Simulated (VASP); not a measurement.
Input of a VASP 6.6.1 run:

Contents of INCAR:

```
SYSTEM = Zr
ALGO     = Normal         ! electronic algorithm
EDIFF    = 1E-6           ! SCF threshold, eV
ENCUT    = 520            ! plane-wave cutoff, eV
GGA      = RE             ! functional
ISIF     = 2              ! what is computed and relaxed
ISMEAR   = -1             ! smearing method
LASPH    = .TRUE.         ! aspherical terms in the spheres
LCHARG   = .TRUE.         ! write CHGCAR
LELF     = .TRUE.         ! ELF
LREAL    = .FALSE.        ! projectors in reciprocal space
LVHAR    = .TRUE.       
LWAVE    = .FALSE.        ! write WAVECAR
NBANDS   = 25             ! bands
NELM     = 60             ! most SCF steps
PREC     = Accurate       ! precision mode
SIGMA    = 0.1            ! smearing width, eV
```

The input KPOINTS:

```
k-points
0
G
  8 8 11
  0 0 0
```

POSCAR

```
Zr
1.0
    4.9378921251      0.0000000000      0.0000000000
   -2.4689460626      4.2763400215      0.0000000000
    0.0000000000      0.0000000000      3.0748736864
Zr
3
Direct
    1.0000000000      0.0000000000      1.0000000000
    0.3333333333      0.6666666667      0.5000000000
    0.6666666667      0.3333333333      0.5000000000
```

Potentials or basis: VASP PAW PBE potentials, release 64 (Zr_sv).

The run is started by

```console
$ cat potpaw_PBE.64/Zr_sv/POTCAR > POTCAR
$ mpirun -np 1 vasp_std > vasp.out
```

Task: Predict the band gap on the k mesh.

Result: Zero (bands 18 and 19 overlap by 0.61 eV).

Task: What does it give for the pressure?

Result: 8.8 GPa.

Stress tensor (GPa, compression positive):
```
8.79 0.00 0.00
0.00 8.79 0.00
0.00 0.00 8.94
```

Caveat: the cell stands under pressure; the PAW data sets were made with another functional, which shifts forces and pressure a little.
